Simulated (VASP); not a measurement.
The system is CaO.

```xyz
4
Lattice="4.0206 0.0000 0.0000 -2.0103 3.4820 0.0000 0.0000 0.0000 4.7475" Properties=species:S:1:pos:R:3 pbc="T T T"
Ca    0.0000    2.3213   -0.2967
Ca    2.0103    1.1607    2.0770
O     0.0000    2.3213    2.0770
O     2.0103    1.1607    4.4508
```

This cell differs from its parent crystal: epitaxial xy strain +1.0%.

Base run:

- Program: VASP 6.6.1
- Functional: r2SCAN
- Potentials or basis: VASP PAW PBE potentials, release 64 (Ca_sv, O)
- Cutoff: 520 eV
- k mesh: 12 × 12 × 6
- Occupations: gaussian, width 0.01 eV
- Spin: no spin polarisation

Its results: band gap on the k mesh 3.51 eV, direct; pressure -0.3 GPa.

**Question.** The run is repeated on the same cell with these changes: functional from r2SCAN to PBE; occupations from gaussian, width 0.01 eV to fermi-dirac, width 0.02 eV. What comes out?

**Answer.** Band gap on the k mesh 3.09 eV, direct; pressure 1.0 GPa.

Caveats: the PAW data sets were made with another functional, which shifts forces and pressure a little (some runs).

A k mesh can miss the band edges.
